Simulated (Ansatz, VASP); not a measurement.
Sc in VASP and in Ansatz

The input INCAR:

```
PREC = Accurate ; ENCUT = 500
EDIFF = 1E-6 ; ISMEAR = -1
SIGMA = 0.1 ; LREAL = False
LASPH = True ; NELM = 200
ALGO = Normal ; ISIF = 2
LWAVE = False ; LCHARG = False
ISPIN = 2 ; MAGMOM = 0
LORBIT = 11 ; LMAXMIX = 4
GGA = PE ; NBANDS = 16
GGA_COMPAT = False
```

Contents of KPOINTS:

```
regular mesh
0
Gamma
  8 8 8
```

The input POSCAR:

```
Sc
1.0
   -1.7785000000      1.7785000000      1.7785000000
    1.7785000000     -1.7785000000      1.7785000000
    1.7785000000      1.7785000000     -1.7785000000
Sc
1
Direct
    0.0000000000      0.0000000000      0.0000000000
```

Input for Ansatz:

```yaml
crystal:
  lattice:
    - [-1.7785, 1.7785, 1.7785]
    - [1.7785, -1.7785, 1.7785]
    - [1.7785, 1.7785, -1.7785]
  atoms:
    - { symbol: Sc, position: [0, 0, 0] }
kpoints:
  mp_grid: { grid: [8, 8, 8], shift: [0, 0, 0] }
hamiltonian:
  xc: pbe
  pseudopotentials: { kind: paw }
magnetization:
  spin_polarized: true
scf:
  occupations: { method: fermi_dirac }
```

Alike in both runs: task single point; functional PBE; k mesh 8 × 8 × 8; collinear spin.

|  | VASP | Ansatz |
| --- | --- | --- |
| version | VASP 6.6.1 | Ansatz 0.2 development build |
| potentials or method | VASP PAW PBE potentials, release 64 (Sc_sv) | PAW hard, scalar-relativistic |
| plane-wave cutoff (eV) | 500 | 610 |
| occupations | fermi-dirac, width 0.1 eV | fermi-dirac |

```csv
,VASP,Ansatz,Ansatz less VASP
net moment per atom (μB),0.00,0.00,0.000
```
